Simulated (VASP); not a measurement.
Runs of VASP 6.6.1 on AlN. The cells are those of the table. 

```tsv
cell	gap on the mesh (eV)	pressure (GPa)	largest force (eV/Å)
a = 3.114, b = 3.114, c = 11.992 Å, angles 86.3, 88.1, 60.0°, 8 atoms	none	-2.4	2.35
a = 3.114, b = 3.114, c = 11.970 Å, angles 88.8, 89.4, 60.0°, 8 atoms	none	-2.4	2.37
a = 3.114, b = 3.114, c = 10.270 Å, angles 88.6, 89.3, 60.0°, 8 atoms	(a)	-3.6	1.82
a = 3.114, b = 3.114, c = 10.695 Å, angles 85.8, 87.9, 60.0°, 8 atoms	1.84	-4.5	1.54
a = 3.114, b = 3.114, c = 11.215 Å, angles 84.7, 87.3, 60.0°, 8 atoms	(b)	-3.9	2.21
```

Alike in all rows: task single point; level PBEsol; potentials or basis VASP PAW PBE potentials, release 64 (Al, N); no spin polarisation; k mesh 8 × 8 × 3; cutoff (eV) 520; smearing gaussian 0.05 eV.

**Question.** Fill in the values left out.

**Answer.** (a) 3.46; (b) 0.32.

Caveats: the PAW data sets were made with another functional, which shifts forces and pressure a little; the cell stands under tension (at least some runs); semilocal functionals underestimate gaps, so a narrow gap can read as zero (at least some runs); an odd mesh through Γ misses points on the zone boundary, where band edges can lie (at least some runs).

A gap of «none» marks levels without a gap at the run's occupations.
